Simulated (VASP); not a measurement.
## CoSi2: density of states with PBE

The system is CoSi2.

```
CELL_PARAMETERS angstrom
0.00000 2.68250 2.68250
2.68250 0.00000 2.68250
2.68250 2.68250 0.00000
ATOMIC_POSITIONS crystal
Co 0.00000 0.00000 0.00000
Si 0.25000 0.25000 0.25000
Si 0.75000 0.75000 0.75000
```

- Program: VASP 6.6.1
- Task: density of states
- Functional: PBE
- Potentials or basis: VASP PAW PBE potentials, release 64 (Co, Si)
- Cutoff: 520 eV
- k mesh: 4 × 4 × 4
- Occupations: gaussian, width 0.1 eV
- Spin: no spin polarisation
- Dipole correction: no
- k mesh for the DOS: 6 × 6 × 6
- Occupations for the DOS: tetrahedron
- Further INCAR settings: ALGO = Normal; EDIFF = 1e-06; NBANDS = 16

```json
{"Valence electrons inside the program's atomic spheres": "Co 8.85; Si 1.58"}
```

Levels at points of the mesh, in eV from the Fermi level:
| k point | band 7 | band 8 | band 9 | band 10 | band 11 | band 12 |
| --- | --- | --- | --- | --- | --- | --- |
| (0.00, 0.00, 0.00) | 0.78 | 3.45 | 3.45 | 3.45 | 3.52 | 3.52 |
| (0.50, 0.00, 0.00) | -1.56 | -0.40 | -0.40 | 2.75 | 3.45 | 3.45 |
| (0.50, 0.50, 0.00) | -1.89 | -1.84 | -1.28 | 1.60 | 2.99 | 8.62 |

Run time: 14 s on 1 thread of Intel(R) Xeon(R) 6975P-C (Granite Rapids), on a shared host, peak memory 0.15 GiB.

Caveat: the k points lie up to 0.51 Å⁻¹ apart. Spin polarisation is off, so any magnetic state and its effect on volume and gap are missing.
